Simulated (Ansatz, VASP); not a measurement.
**BN in VASP and in Ansatz**

The input INCAR:

```
  PREC = Accurate
  ENCUT = 520
  EDIFF = 1E-6
  ISMEAR = -1
  SIGMA = 0.02
  LREAL = False
  LASPH = True
  NELM = 80
  ALGO = Normal
  ISIF = 2
  LWAVE = False
  LCHARG = True
  GGA = PE
  LELF = True
  LVHAR = True
  NBANDS = 11
```

KPOINTS

```
regular mesh
0
Gamma
  5 5 5
```

POSCAR

```
BN
1.0
    0.0000000000      1.8130010000      1.8130010000
    1.8130010000      0.0000000000      1.8130010000
    1.8130010000      1.8130010000      0.0000000000
N B
1 1
Direct
    0.2500000000      0.2500000000      0.2500000000
    0.0000000000      0.0000000000      0.0000000000
```

The input input.yaml:

```yaml
crystal:
  lattice:
    - [0.0, 1.813001, 1.813001]
    - [1.813001, 0.0, 1.813001]
    - [1.813001, 1.813001, 0.0]
  atoms:
    - { symbol: "N", position: [0.25, 0.25, 0.25] }
    - { symbol: B, position: [0.0, 0.0, 0.0] }
kpoints:
  mp_grid: { grid: [5, 5, 5] }
scf:
  occupations: { method: fermi_dirac, width: 0.02 }
hamiltonian:
  xc: pbe
  pseudopotentials: { kind: all_electron, lapw: { basis_error: 0.002 } }
output:
  forces: true
  stress: true
  eigenvalues: true
```

Alike in both runs: task single point; functional PBE; k mesh 5 × 5 × 5; occupations fermi-dirac, width 0.02 eV; no spin polarisation.

|  | VASP | Ansatz |
| --- | --- | --- |
| version | VASP 6.6.1 | Ansatz 0.2.0 |
| potentials or method | VASP PAW PBE potentials, release 64 (N, B), cutoff 520 eV | all-electron LAPW, scalar-relativistic |

```tsv
	VASP	Ansatz	Ansatz less VASP
gap on the k mesh at the Fermi level (eV)	4.92	4.93	+0.008
least direct gap on the mesh (eV)	8.77	8.78	+0.007
pressure (GPa)	0.0	-0.3	-0.25
```

Ansatz ran all-electron here, and VASP with PAW potentials.

The k mesh is coarse, so the values compare programs but aren't converged.
